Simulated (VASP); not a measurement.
Al, 1 atom in the cell. It takes space group I4/mmm (No. 139, tetragonal). Conventional cell: a = 3.036 Å, b = 3.036 Å, c = 3.974 Å, α = 90.00°, β = 90.00°, γ = 90.00°. Al (site symmetry 4/mmm) has 12 Al at 2.93 to 3.04 Å within 3.9 Å.  This cell differs from its parent crystal: volume 18.311 Å^3 an atom, c/a of the conventional cell 0.9257.

- Program: VASP 6.6.1
- Task: single point
- Functional: PBE
- Dispersion: D3(BJ)
- Potentials or basis: VASP PAW PBE potentials, release 64 (Al)
- Cutoff: 520 eV
- k mesh: 22 × 22 × 22
- Occupations: gaussian, width 0.15 eV
- Spin: no spin polarisation
- Dipole correction: no
- Further INCAR settings: ALGO = Normal; EDIFF = 1e-07; NBANDS = 8

Potentials or basis: VASP PAW PBE potentials, release 64 (Al).

Launch:

```console
$ cat potpaw_PBE.64/Al/POTCAR > POTCAR
$ mpirun -np 1 vasp_std > vasp.out
```

Hardware: 1 thread of AMD EPYC 9R45 (Zen 5), with other jobs on the host.

Problem. How long does it take, and how much memory?

Solution. It took 98 s on 1 thread of AMD EPYC 9R45 (Zen 5), with other jobs on the host, peak memory 0.19 GiB. Counts: scf iterations 11, k points 834.
